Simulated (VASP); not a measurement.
Write the native input for VASP 6.6.1 that does the following.

```
Task                   : single point
Functional             : PBE
Potentials or basis    : VASP PAW PBE potentials, release 64 (Hf_pv, Al, N)
Cutoff                 : 520 eV
k mesh                 : 6 × 6 × 1
Occupations            : gaussian, width 0.1 eV
Spin                   : no spin polarisation
Dipole correction      : no
Further INCAR settings : ALGO = Normal; EDIFF = 1e-07; NBANDS = 43
```

The structure of HfAl2N3 lies in POSCAR:

```
HfAl2N3
1.0
    3.3980310500      0.0000000000      0.0000000000
   -1.6990155300      2.9427812100      0.0000000000
    0.0000000000      0.0000000000     16.3470875900
Hf Al N
2 4 6
Direct
    0.6666666700      0.3333333300      0.8330956700
    0.3333333300      0.6666666700      0.9997623400
    0.6666666700      0.3333333300      0.1664290000
    0.6666666700      0.3333333300      0.4997623400
    0.3333333300      0.6666666700      0.3330956700
    0.3333333300      0.6666666700      0.6664290000
    0.6666666700      0.3333333300      0.2935710000
    0.6666666700      0.3333333300      0.6269043300
    0.6666666700      0.3333333300      0.9602376600
    0.3333333300      0.6666666700      0.1269043300
    0.3333333300      0.6666666700      0.4602376600
    0.3333333300      0.6666666700      0.7935710000
```

The input as run:

INCAR

```
SYSTEM = HfAl2N3
PREC = Accurate
ENCUT = 520
EDIFF = 1E-7
ISMEAR = 0
SIGMA = 0.1
LREAL = .FALSE.
LASPH = .TRUE.
NELM = 80
ALGO = Normal
ISIF = 2
LWAVE = .FALSE.
LCHARG = .FALSE.
GGA = PE
NBANDS = 43
```

KPOINTS

```
Automatic mesh
0
G
  6 6 1
  0 0 0
```

Potentials or basis: VASP PAW PBE potentials, release 64 (Hf_pv, Al, N).

Launch:

```bash
$ cat potpaw_PBE.64/Hf_pv/POTCAR potpaw_PBE.64/Al/POTCAR potpaw_PBE.64/N/POTCAR > POTCAR
$ mpirun -np 1 vasp_std > vasp.out
```

Results of the run:

| Quantity | Value |
| --- | --- |
| Pressure | -12.5 GPa |
| Largest force | 2.791 eV/Å |
| Band gap on the k mesh | zero (bands 31 and 32 overlap by 0.44 eV) |

Caveat: the k points lie up to 0.38 Å⁻¹ apart; spin-orbit coupling is left out, which moves the levels of the heavy elements; forces of over 1 eV/Å act on the atoms, so gaps and moduli don't describe the material at rest.

Wall time 77 s on 1 thread of Intel(R) Xeon(R) Platinum 8488C (Sapphire Rapids), on a shared host, peak memory 0.3 GiB.
